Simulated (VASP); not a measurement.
# TaN in VASP: notebook, part 2 of 3

VASP 6.6.1.

### 4 Single point, PBE

Input file INCAR:

```
SYSTEM = TaN
ALGO = Normal
EDIFF = 1E-6
ENCUT = 520
GGA = PE
ISIF = 2
ISMEAR = 0
LASPH = .True.
LCHARG = .False.
LREAL = .False.
LWAVE = .False.
NBANDS = 15
NELM = 80
PREC = Accurate
SIGMA = 0.15
```

Input file KPOINTS:

```
k-points
0
Gamma
  18 18 18
  0 0 0
```

Input file POSCAR:

```
TaN
1.0
    0.0000000000      2.2338367647      2.1566632413
    2.2338367647      0.0000000000      2.1566632413
    2.2338367647      2.2338367647      0.0000000000
Ta N
1 1
Direct
    0.5000000000      0.5000000000      0.5000000000
    0.0000000000      0.0000000000      0.0000000000
```

Potentials or basis: VASP PAW PBE potentials, release 64 (Ta_pv, N).

Launch:

```bash
$ cat potpaw_PBE.64/Ta_pv/POTCAR potpaw_PBE.64/N/POTCAR > POTCAR
$ mpirun -np 1 vasp_std > vasp.out
```

OUTCAR:

```text
SYSTEM = TaN
   EDIFF = 1E-6
   ENCUT = 520
   GGA = PE
   ISIF = 2
   ISMEAR = 0
   LASPH = .True.
   LREAL = .False.
   NELM = 80
   PREC = Accurate

 ion  position               nearest neighbor table
   1  0.500  0.500  0.500-   2 2.16   2 2.16   2 2.23   2 2.23   2 2.23   2 2.23
   2  0.000  0.000  0.000-   1 2.16   1 2.16   1 2.23   1 2.23   1 2.23   1 2.23

  LATTYP: Found a body centered tetragonal cell.
 ALAT       =     3.1591222488
 C/A-ratio  =     1.3653559891

  Lattice vectors:

 A1 = (   0.0000000000,  -2.2338367647,  -2.1566632413)
 A2 = (   0.0000000000,   2.2338367647,  -2.1566632413)
 A3 = (   2.2338367647,   0.0000000000,   2.1566632413)

Analysis of symmetry for initial positions (statically):
=====================================================================
 Subroutine PRICEL returns:
 Original cell was already a primitive cell.

 Routine SETGRP: Setting up the symmetry group for a
 body centered tetragonal supercell.

 Subroutine GETGRP returns: Found 16 space group operations
 (whereof 16 operations were pure point group operations)
 out of a pool of 16 trial point group operations.

The static configuration has the point symmetry D_4h.

[... 177 lines left out ...]
      9       7.2089      2.00000
     10       7.6174      2.00000
     11       9.2275      1.91874
     12       9.3987      1.10282
     13      11.1681      0.00000
     14      18.8239      0.00000
[... 401 lines left out ...]
      2     -26.4356      2.00000
      3     -26.4320      2.00000
      4      -8.1534      2.00000
      5       1.8824      2.00000
      6       3.0860      2.00000
      7       3.5999      2.00000
      8       8.4083      2.00000
      9       8.5638      2.00000
     10       9.5933      0.08812
     11      12.7876      0.00000
     12      13.3368      0.00000
     13      13.6148      0.00000
     14      21.7022      0.00000
     15      21.8072      0.00000

 [... further k-points ...]

------------------------ aborting loop because EDIFF is reached ----------------------------------------

  FORCE on cell =-STRESS in cart. coord.  units (eV):
  Direction    XX          YY          ZZ          XY          YZ          ZX
  --------------------------------------------------------------------------------------
  -------------------------------------------------------------------------------------
  Total       -0.6857598     -0.6857598      2.2234312      0.0000000     -0.0000000      0.0000000
  in kB      -51.0466651    -51.0466651    165.5080338      0.0000000     -0.0000000      0.0000000
  external PRESSURE =      21.1382346 kB  Pullay stress =       0.0000000 kB

 VOLUME and BASIS-vectors are now :
 -----------------------------------------------------------------------------
  energy-cutoff  :      520.00
  volume of cell :       21.52
      direct lattice vectors                 reciprocal lattice vectors
     0.000000000  2.233836765  2.156663241    -0.223830142  0.223830142  0.231839626
     2.233836765  0.000000000  2.156663241     0.223830142 -0.223830142  0.231839626
     2.233836765  2.233836765  0.000000000     0.223830142  0.223830142 -0.231839626

 POSITION                                       TOTAL-FORCE (eV/Angst)
 -----------------------------------------------------------------------------------
      2.23384      2.23384      2.15666         0.000000      0.000000      0.000000
      0.00000      0.00000      0.00000        -0.000000      0.000000      0.000000
 -----------------------------------------------------------------------------------
    total drift:                                0.000000     -0.000000     -0.000000

  FREE ENERGIE OF THE ION-ELECTRON SYSTEM (eV)
  ---------------------------------------------------
  free  energy   TOTEN  =       -21.7991827923 eV

  energy  without entropy=      -21.7898467569  energy(sigma->0) =      -21.79451477
```

OSZICAR:

```text
N       E                     dE             d eps       ncg     rms          rms(c)
DAV:   1     0.889596945533E+02    0.88960E+02   -0.87690E+03 14408   0.113E+03
DAV:   2    -0.220583756181E+02   -0.11102E+03   -0.10463E+03 17866   0.302E+02
DAV:   3    -0.248217691665E+02   -0.27634E+01   -0.27432E+01 15954   0.444E+01
DAV:   4    -0.248329210433E+02   -0.11152E-01   -0.11145E-01 18755   0.299E+00
DAV:   5    -0.248329943397E+02   -0.73296E-04   -0.73294E-04 16193   0.218E-01    0.237E+01
DAV:   6    -0.218950133662E+02    0.29380E+01   -0.55871E+00 17714   0.263E+01    0.974E+00
DAV:   7    -0.218337153713E+02    0.61298E-01   -0.57400E-01 16045   0.615E+00    0.683E+00
DAV:   8    -0.218065228665E+02    0.27193E-01   -0.15107E-01 17088   0.332E+00    0.169E+00
DAV:   9    -0.217992434196E+02    0.72794E-02   -0.19673E-02 16584   0.116E+00    0.317E-01
DAV:  10    -0.217992184084E+02    0.25011E-04   -0.14058E-03 17270   0.385E-01    0.534E-02
DAV:  11    -0.217991830660E+02    0.35342E-04   -0.71432E-05 16480   0.100E-01    0.197E-02
DAV:  12    -0.217991827923E+02    0.27373E-06   -0.69364E-06 16955   0.253E-02
   1 F= -.21799183E+02 E0= -.21794515E+02  d E =-.933604E-02
```

stdout:

```text
POSCAR found type information on POSCAR TaN
 POSCAR found :  2 types and       2 ions
 scaLAPACK will be used
 LDA part: xc-table for (Slater+PW92), standard interpolation
 POSCAR, INCAR and KPOINTS ok, starting setup
 FFT: planning ... GRIDC
 FFT: planning ... GRID_SOFT
 FFT: planning ... GRID
 WAVECAR not read
 entering main loop
```

It took 2.1 min on 1 thread of Intel Xeon 8259CL, shared host; peak memory 0.27 GiB.

What came out:

```yaml
Free_energy: -21.7992 eV
Pressure: 2.1 GPa
Band_gap_on_the_k_mesh: zero (bands 8 and 9 overlap by 3.90 eV)
```

Levels at points of the mesh, in eV from the Fermi level:
| k point | band 4 | band 5 | band 6 | band 7 | band 8 | band 9 | band 10 | band 11 | band 12 | band 13 |
| --- | --- | --- | --- | --- | --- | --- | --- | --- | --- | --- |
| (0.00, 0.00, 0.00) | -18.77 | -3.85 | -3.85 | -3.69 | -2.20 | -2.20 | -1.79 | -0.18 | -0.01 | 1.76 |
| (0.50, 0.00, 0.00) | -15.81 | -10.28 | -7.51 | -7.51 | 1.69 | 2.02 | 2.02 | 3.77 | 6.97 | 7.73 |
| (0.50, 0.50, 0.00) | -17.51 | -6.37 | -5.43 | -4.73 | -4.73 | 2.10 | 3.47 | 3.47 | 4.46 | 6.88 |
| (0.50, 0.00, 0.50) | -17.54 | -6.74 | -5.36 | -4.62 | -4.48 | 1.98 | 3.24 | 3.68 | 4.46 | 6.65 |

Caveat: the stress differs along the axes, from -5 to 17 GPa; spin-orbit coupling is left out, which moves the levels of the heavy elements.

### 5 Single point, PBE

Input file INCAR:

```
PREC = Accurate
ENCUT = 520
EDIFF = 1E-6
ISMEAR = 0
SIGMA = 0.15
LREAL = False
LASPH = True
NELM = 100
ALGO = Normal
ISIF = 2
LWAVE = False
LCHARG = False
GGA = PE
NBANDS = 15
```

Input file KPOINTS:

```
regular mesh
0
Gamma
  18 18 18
```

Input file POSCAR:

```
TaN
1.0
    0.0000000000      2.1565528357      2.3112310993
    2.1565528357      0.0000000000      2.3112310993
    2.1565528357      2.1565528357      0.0000000000
Ta N
1 1
Direct
    0.5000000000      0.5000000000      0.5000000000
    0.0000000000      0.0000000000      0.0000000000
```

Launch:

```bash
$ cat potpaw_PBE.64/Ta_pv/POTCAR potpaw_PBE.64/N/POTCAR > POTCAR
$ mpirun -np 1 vasp_std > vasp.out
```

Wall time 1.8 min (1 thread of Intel Xeon 8259CL, shared host); peak memory 0.27 GiB.

The run converged. Its results:

| Quantity | Value |
| --- | --- |
| Free energy | -21.7287 eV |
| Pressure | 5.5 GPa |
| Band gap on the k mesh | zero (bands 8 and 9 overlap by 3.67 eV) |

Stress tensor (GPa, compression positive):
```
 15.29   0.00   0.00
  0.00  15.29   0.00
  0.00   0.00 -13.98
```

Levels at points of the mesh, in eV from the Fermi level:
```
           k point  band 5  band 6  band 7  band 8  band 9  band 10  band 11  band 12
(0.00, 0.00, 0.00)   -3.93   -3.68   -3.68   -2.58   -1.72    -1.72    -0.98     0.57
(0.50, 0.00, 0.00)  -10.26   -7.54   -7.51    1.73    1.97     2.29     3.76     6.37
(0.50, 0.50, 0.00)   -7.01   -5.29   -4.37   -4.37    2.11     3.48     3.48     4.30
(0.50, 0.00, 0.50)   -6.35   -5.36   -4.78   -4.58    1.86     3.00     4.00     4.85
```

Caveat: the stress differs along the axes, from -14 to 15 GPa; spin-orbit coupling is left out, which moves the levels of the heavy elements.

(Continued in part 3 of 3.)
